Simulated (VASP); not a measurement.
Runs of VASP 6.6.1 on CdS. The structure is that of space group P6_3mc (No. 186), or close to it. The cells are those of the table. 

```csv
task,potentials or basis,cell,cutoff (eV),second run,gap on the mesh (eV),pressure (GPa),relaxed volume (Å³/atom)
single point,"VASP PAW LDA potentials, release 64 (Cd, S)","a = 4.075, b = 4.075, c = 6.635 Å, angles 90.0, 90.0, 120.0°, 4 atoms",500,-,1.06,(a),-
single point,"VASP PAW LDA potentials, release 64 (Cd, S)","a = 4.075, b = 4.075, c = 6.635 Å, angles 90.0, 90.0, 120.0°, 4 atoms",520,-,1.06,0.6,-
relaxation of cell and atoms,"VASP PAW LDA potentials, release 64 (Cd, S)","relaxed from a = 4.197, b = 4.197, c = 6.828 Å, angles 90.0, 90.0, 120.0°, 4 atoms",600,-,1.04,0.0,24.04
relaxation of cell and atoms,"VASP PAW LDA potentials, release 64 (Cd_sv_GW, S)","relaxed from a = 4.197, b = 4.197, c = 6.828 Å, angles 90.0, 90.0, 120.0°, 4 atoms",540,valence_matched,1.06,0.0,(b)
```

Alike in all rows: level LDA; no spin polarisation; k mesh 6 × 6 × 4; smearing gaussian 0.02 eV.

Question: Estimate the missing entries.

Answer: (a) 0.5; (b) 23.68.

A k mesh can miss the band edges, and the runs leave out spin-orbit coupling on Cd.

The runs don't all hold the same shells in valence.
